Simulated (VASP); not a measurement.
# IrPd2 (I4/mmm) in VASP: further runs, part 2 of 2

VASP 6.6.1. Earlier steps stand in the parts before.

### Step 3. Single point, PBE

This run uses another cell than the first one, of 15.16 Å³/atom.

INCAR reads:

```
ALGO = Fast ; EDIFF = 1E-7
ENCUT = 520 ; GGA = PE
ISIF = 2 ; ISMEAR = 0
LASPH = True ; LCHARG = False
LREAL = False ; LWAVE = False
NBANDS = 22 ; NELM = 100
PREC = Accurate ; SIGMA = 0.1
```

KPOINTS reads:

```
k-points
0
Gamma
  8 8 8
```

POSCAR reads:

```
IrPd2
1.0
   -1.6598954527      1.6598954527      4.1272254929
    1.6598954527     -1.6598954527      4.1272254929
    1.6598954527      1.6598954527     -4.1272254929
Pd Ir
2 1
Direct
    0.6634572960      0.6634572960      0.0000000000
    0.3365427040      0.3365427040      0.0000000000
    0.0000000000      0.0000000000      0.0000000000
```

Potentials or basis: VASP PAW PBE potentials, release 64 (Pd, Ir).

Started as:

```sh
$ cat potpaw_PBE.64/Pd/POTCAR potpaw_PBE.64/Ir/POTCAR > POTCAR
$ mpirun -np 1 vasp_std > vasp.out
```

OUTCAR:

```text
EDIFF = 1E-7
   ENCUT = 520
   GGA = PE
   ISIF = 2
   ISMEAR = 0
   LASPH = True
   LREAL = False
   NELM = 100
   PREC = Accurate

 ion  position               nearest neighbor table
   1  0.663  0.663  0.000-   2 2.70   3 2.71   3 2.71   3 2.71   3 2.71   2 2.75   2 2.75   2 2.75
                             2 2.75   3 2.78
   2  0.337  0.337  0.000-   1 2.70   3 2.71   3 2.71   3 2.71   3 2.71   1 2.75   1 2.75   1 2.75
                             1 2.75   3 2.78
   3  0.000  0.000  0.000-   1 2.71   1 2.71   1 2.71   2 2.71   1 2.71   2 2.71   2 2.71   2 2.71
                             1 2.78   2 2.78

  LATTYP: Found a body centered tetragonal cell.
 ALAT       =     3.3197909054
 C/A-ratio  =     2.4864370140

  Lattice vectors:

 A1 = (  -1.6598954527,   1.6598954527,   4.1272254929)
 A2 = (   1.6598954527,  -1.6598954527,   4.1272254929)
 A3 = (   1.6598954527,   1.6598954527,  -4.1272254929)

Analysis of symmetry for initial positions (statically):
=====================================================================
 Subroutine PRICEL returns:
 Original cell was already a primitive cell.

 Routine SETGRP: Setting up the symmetry group for a
 body centered tetragonal supercell.

 Subroutine GETGRP returns: Found 16 space group operations
 (whereof 16 operations were pure point group operations)
 out of a pool of 16 trial point group operations.

The static configuration has the point symmetry D_4h.

Analysis of symmetry for dynamics (positions and initial velocities):
=====================================================================
 Subroutine PRICEL returns:
 Original cell was already a primitive cell.

 Routine SETGRP: Setting up the symmetry group for a
 body centered tetragonal supercell.
[... 120 lines left out ...]
   EMIN   =  10.00;   EMAX   =-10.00  energy-range for DOS
   EFERMI =   0.00;   METHOD = LEGACY
   ISMEAR =     0;   SIGMA  =   0.10  broadening in eV -4-tet -1-fermi 0-gaus
   EFERMI_NEDOS =   21; number of points for ismear=-14 and -15
   IALGO  =     68    algorithm
   IMIX   =      4    mixing-type and parameters
     AMIX     =   0.40;   BMIX     =  1.00
     AMIX_MAG =   1.60;   BMIX_MAG =  1.00
  volume/ion in A,a.u.               =      15.16       102.32
  Fermi-wavevector in a.u.,A,eV,Ry     =   1.409011  2.662644 27.011796  1.985311
  Thomas-Fermi vector in A             =   2.531110
   LORBIT       =      0    0 simple, 1 ext, 2 COOP (PROOUT), +10 PAW based schemes
   GGA     = PE    functional components
   LHFCALC =     F    Hartree Fock is set to
   AEXX    =    0.0000 exact exchange contribution
   IVDW    =     0    specifies the selected vdW correction
   LEPSILON=     F    determine dielectric tensor
   LRPA    =     F    only Hartree local field effects (RPA)
 non-spin polarized calculation
 RMM-DIIS sequential band-by-band and
 Gauss-broadening in eV      SIGMA  =   0.10
  energy-cutoff  :      520.00
  volume of cell :       45.49
 maximum number of plane-waves:      1236
   NGX = 17   NGY = 17   NGZ = 17

 number of electron      29.0000002 magnetization

 Free energy of the ion-electron system (eV)
  ---------------------------------------------------
  ext. energy  EPLUGINS =         0.00000000
  ---------------------------------------------------
  free energy    TOTEN  =       -18.49661556 eV

  energy without entropy =      -18.47227022  energy(sigma->0) =      -18.48444289

 E-fermi :   9.4030     XC(G=0): -13.2097

 val. band max:        9.3825167101   @ k =  -0.3750   0.3750   0.3750
 cond. band min:       9.4072998889   @ k =   0.5000   0.3750   0.0000
 fundamental gap:      0.0247831788
 Fermi energy:         9.4030006101

 k-point     1 :       0.0000    0.0000    0.0000
  band No.  band energies     occupation
      1       1.1516      2.00000
      2       4.7668      2.00000
      3       5.0234      2.00000
      4       5.2747      2.00000
      5       5.2798      2.00000
      6       5.3119      2.00000
[... 589 lines left out ...]
     21      19.1141      0.00000
     22      21.8440      0.00000

 [... further k-points ...]

------------------------ aborting loop because EDIFF is reached ----------------------------------------

  FORCE on cell =-STRESS in cart. coord.  units (eV):
  Direction    XX          YY          ZZ          XY          YZ          ZX
  --------------------------------------------------------------------------------------
  -------------------------------------------------------------------------------------
  Total       -0.0833470     -0.0833470     -0.0556449      0.0000000     -0.0000000      0.0000000
  in kB       -2.9357612     -2.9357612     -1.9600008      0.0000000     -0.0000000      0.0000000
  external PRESSURE =      -2.6105077 kB  Pullay stress =       0.0000000 kB

 VOLUME and BASIS-vectors are now :
 -----------------------------------------------------------------------------
  energy-cutoff  :      520.00
  volume of cell :       45.49
      direct lattice vectors                 reciprocal lattice vectors
    -1.659895453  1.659895453  4.127225493     0.000000000  0.301223790  0.121146761
     1.659895453 -1.659895453  4.127225493     0.301223790  0.000000000  0.121146761
     1.659895453  1.659895453 -4.127225493     0.301223790  0.301223790  0.000000000

 POSITION                                       TOTAL-FORCE (eV/Angst)
 -----------------------------------------------------------------------------------
      0.00000      0.00000      5.47648        -0.000000     -0.000000     -0.013501
      0.00000      0.00000      2.77798         0.000000      0.000000      0.013501
      0.00000      0.00000      0.00000        -0.000000     -0.000000     -0.000000
 -----------------------------------------------------------------------------------
    total drift:                               -0.000000      0.000000     -0.000000

  FREE ENERGIE OF THE ION-ELECTRON SYSTEM (eV)
  ---------------------------------------------------
  free  energy   TOTEN  =       -18.4966155606 eV

  energy  without entropy=      -18.4722702169  energy(sigma->0) =      -18.48444289
```

Run time: 2.9 min. Hardware: 1 thread of Intel Xeon 8259CL, shared host; peak memory 0.25 GiB.

Results:

* Free energy: -18.4966 eV
* Pressure: -0.3 GPa
* Largest force: 0.014 eV/Å
* Band gap on the k mesh: zero (an odd number of electrons rules out a gap without spin polarisation)

Forces on the atoms (eV/Å):
```
Pd   0.000  0.000 -0.014
Pd   0.000  0.000  0.014
Ir   0.000  0.000  0.000
```

Levels at points of the mesh, in eV from the Fermi level:
```tsv
k point	band 13	band 14	band 15	band 16	band 17	band 18
(0.00, 0.00, 0.00)	-1.87	-1.33	-0.37	0.02	5.59	5.78
(0.50, 0.00, 0.00)	-0.14	0.04	0.20	0.63	0.67	1.40
(0.50, 0.50, 0.00)	-0.71	-0.16	0.01	0.47	5.04	5.64
(0.50, 0.50, 0.50)	-0.74	0.19	0.23	0.23	0.76	6.65
```

Caveat: spin-orbit coupling is left out, which moves the levels of the heavy elements.

### Step 4. Relaxation of cell and atoms, PBE

INCAR reads:

```
SYSTEM = IrPd2
PREC = Accurate
ENCUT = 600
EDIFF = 1E-7
ISMEAR = 0
SIGMA = 0.1
LREAL = .False.
LASPH = .True.
NELM = 60
ALGO = Normal
ISIF = 3
LWAVE = .False.
LCHARG = .False.
GGA = PE
IBRION = 2
NSW = 90
EDIFFG = -0.04
```

KPOINTS reads:

```
Automatic mesh
0
Gamma
  8 8 8
  0 0 0
```

POSCAR reads:

```
IrPd2
1.0
   -1.6030713321      1.6030713321      3.9325343615
    1.6030713321     -1.6030713321      3.9325343615
    1.6030713321      1.6030713321     -3.9325343615
Pd Ir
2 1
Direct
    0.6650000000      0.6650000000      0.0000000000
    0.3350000000      0.3350000000      0.0000000000
    0.0000000000      0.0000000000      0.0000000000
```

Started as:

```sh
$ cat potpaw_PBE.64/Pd/POTCAR potpaw_PBE.64/Ir/POTCAR > POTCAR
$ mpirun -np 1 vasp_std > vasp.out
```

Run time: 8.8 min. Hardware: 1 thread of Intel Xeon 8259CL, shared host; peak memory 0.26 GiB.

Results (log left out):

* Free energy: -18.4939 eV
* Relaxed volume: 15.14 Å³/atom
* Relaxed cell: a = 4.747 Å, b = 4.747 Å, c = 4.747 Å, α = 139.10°, β = 139.10°, γ = 59.23°
* Space group after relaxing (to 0.1 Å): I4/mmm (No. 139)
* Energy gained by relaxing: 161.8 meV/atom
* Ionic steps: 7
* Pressure after relaxing: 0.1 GPa
* Band gap on the k mesh: zero (an odd number of electrons rules out a gap without spin polarisation)

Step by step:
| step | energy change (eV) | largest force (eV/Å) | pressure (GPa) | volume (Å³) |
| --- | --- | --- | --- | --- |
| 1 | 0.0000 | 0.0468 | 34.75 | 40.42 |
| 2 | 1.2764 | 0.4857 | -28.02 | 60.03 |
| 3 | -0.4769 | 0.2275 | -2.76 | 46.00 |
| 4 | -0.4818 | 0.2106 | -0.60 | 45.53 |
| 5 | -0.4821 | 0.2061 | -0.03 | 45.41 |
| 6 | -0.4849 | 0.0821 | 0.02 | 45.41 |
| 7 | -0.4855 | 0.0016 | 0.09 | 45.41 |

Final structure:
```
CELL_PARAMETERS angstrom
-1.65863 1.65863 4.12683
1.65863 -1.65863 4.12683
1.65863 1.65863 -4.12683
ATOMIC_POSITIONS crystal
Pd 0.66339 0.66339 0.00000
Pd 0.33661 0.33661 0.00000
Ir 0.00000 0.00000 0.00000
```

Levels at points of the mesh, in eV from the Fermi level:
| k point | band 12 | band 13 | band 14 | band 15 | band 16 | band 17 | band 18 |
| --- | --- | --- | --- | --- | --- | --- | --- |
| (0.00, 0.00, 0.00) | -1.88 | -1.88 | -1.33 | -0.37 | 0.02 | 5.59 | 5.77 |
| (0.50, 0.00, 0.00) | -1.13 | -0.14 | 0.04 | 0.20 | 0.63 | 0.67 | 1.39 |
| (0.50, 0.50, 0.00) | -1.52 | -0.72 | -0.16 | 0.01 | 0.47 | 5.05 | 5.65 |
| (0.50, 0.50, 0.50) | -1.35 | -0.74 | 0.19 | 0.23 | 0.23 | 0.76 | 6.66 |

Caveat: spin-orbit coupling is left out, which moves the levels of the heavy elements.

### Step 5. Single point, PBE

This run uses another cell than the first one, of 15.17 Å³/atom.

INCAR reads:

```
SYSTEM = IrPd2
ALGO = Fast ; EDIFF = 1E-6
ENCUT = 520 ; GGA = PE
ISIF = 2 ; ISMEAR = 0
LASPH = .True. ; LCHARG = .False.
LREAL = .False. ; LWAVE = .False.
NBANDS = 22 ; NELM = 60
PREC = Accurate ; SIGMA = 0.1
```

KPOINTS reads:

```
k-points
0
Gamma
  20 20 20
  0 0 0
```

POSCAR reads:

```
IrPd2
1.0
   -1.6618415438      1.6618415438      4.1187532487
    1.6618415438     -1.6618415438      4.1187532487
    1.6618415438      1.6618415438     -4.1187532487
Pd Ir
2 1
Direct
    0.6632957529      0.6632957529      0.0000000000
    0.3367042471      0.3367042471      0.0000000000
    0.0000000000      0.0000000000      0.0000000000
```

Started as:

```sh
$ cat potpaw_PBE.64/Pd/POTCAR potpaw_PBE.64/Ir/POTCAR > POTCAR
$ mpirun -np 1 vasp_std > vasp.out
```

It took 23 min on 1 thread of Intel Xeon 8259CL, shared host; peak memory 0.72 GiB.

It converged, with:

| Property | Result |
| --- | --- |
| Free energy | -18.5000 eV |
| Pressure | -0.2 GPa |
| Band gap on the k mesh | zero (an odd number of electrons rules out a gap without spin polarisation) |

Stress tensor (GPa, compression positive):
```
-0.29  0.00  0.00
 0.00 -0.29  0.00
 0.00  0.00 -0.15
```

Levels at points of the mesh, in eV from the Fermi level:
```
           k point  band 12  band 13  band 14  band 15  band 16  band 17  band 18  band 19
(0.00, 0.00, 0.00)    -1.87    -1.87    -1.32    -0.35     0.04     5.66     5.83    11.75
(0.50, 0.00, 0.00)    -1.11    -0.13     0.05     0.22     0.63     0.67     1.42     8.33
(0.50, 0.50, 0.00)    -1.51    -0.72    -0.15     0.01     0.48     5.03     5.65     6.06
(0.50, 0.50, 0.50)    -1.31    -0.73     0.19     0.23     0.23     0.77     6.63     6.63
```

Caveat: spin-orbit coupling is left out, which moves the levels of the heavy elements.

### Step 6. Summary

| task | cell | k mesh | cutoff (eV) | gap on the mesh (eV) | pressure (GPa) | largest force (eV/Å) |
| --- | --- | --- | --- | --- | --- | --- |
| single point | a = 4.539 Å, angles 138.6, 138.6, 59.9°, 3 atoms, atomic positions A | 8 × 8 × 8 | 520 | none | 34.7 | 0.05 |
| single point | a = 4.748 Å, angles 139.1, 139.1, 59.3°, 3 atoms, atomic positions B | 8 × 8 × 8 | 520 | none | -0.3 | 0.01 |
| relaxation of cell and atoms | relaxed from a = 4.539 Å, angles 138.6, 138.6, 59.9°, 3 atoms, atomic positions A | 8 × 8 × 8 | 600 | none | 0.1 | - |
| single point | a = 4.742 Å, angles 139.0, 139.0, 59.4°, 3 atoms, atomic positions C | 20 × 20 × 20 | 520 | none | -0.2 | - |

Alike in all rows: level PBE; potentials or basis VASP PAW PBE potentials, release 64 (Pd, Ir); no spin polarisation; smearing gaussian 0.1 eV.

Caveats: spin-orbit coupling is left out, which moves the levels of the heavy elements; the stress differs along the axes, from 32 to 40 GPa (at least some runs).

Absolute energies hang on the potentials; compare differences alone.

The gap in the log of VASP goes by the Fermi energy; the results here count the filled bands.